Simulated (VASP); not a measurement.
## Cl2: relaxation of the atoms with PBE

System: Cl2, in a box.

```xyz
2
Lattice="15.0000 0.0000 0.0000 0.0000 15.5000 0.0000 0.0000 0.0000 16.0000" Properties=species:S:1:pos:R:3 pbc="T T T"
Cl    6.6770    7.7352    7.4927
Cl    8.3230    7.7648    8.5073
```

```
Program                : VASP 6.6.1
Task                   : relaxation of the atoms
Functional             : PBE
Potentials or basis    : VASP PAW PBE potentials, release 64 (Cl)
Cutoff                 : 520 eV
k mesh                 : 1 × 1 × 1
Occupations            : gaussian, width 0.005 eV
Spin                   : no spin polarisation
Dipole correction      : no
Further INCAR settings : ALGO = Normal; EDIFF = 1e-07; ISYM = 0; IBRION = 2; EDIFFG = -0.01; NSW = 100
```

```json
{"Energy gained by relaxing": "18.5 meV/atom", "Ionic steps": "3", "Gap between the frontier levels": "3.06 eV"}
```

The path:
```csv
step,energy change (eV),largest force (eV/Å),pressure (GPa)
1,0.0000,1.2996,0.04
2,-0.0006,1.0565,-0.03
3,-0.0371,0.0001,0.00
```

Final structure:
```cif
data_structure
_symmetry_space_group_name_H-M 'P 1'
_symmetry_Int_Tables_number 1
_cell_length_a 15.0000
_cell_length_b 15.5000
_cell_length_c 16.0000
_cell_angle_alpha 90.000
_cell_angle_beta 90.000
_cell_angle_gamma 90.000
_cell_volume 3720.00
loop_
_atom_site_label
_atom_site_type_symbol
_atom_site_fract_x
_atom_site_fract_y
_atom_site_fract_z
_atom_site_occupancy
Cl1 Cl 0.44343 0.49902 0.46731 1
Cl2 Cl 0.55657 0.50098 0.53269 1
```

Levels at points of the mesh, in eV from the valence-band top:
```
           k point  band 3  band 4  band 5  band 6  band 7  band 8  band 9  band 10  band 11
(0.00, 0.00, 0.00)   -4.67   -2.66   -2.66    0.00    0.00    3.06    6.86     7.50     7.66
```

Wall time 22 min on 1 thread of Intel Xeon 8259CL (shared host), peak memory 2.1 GiB.
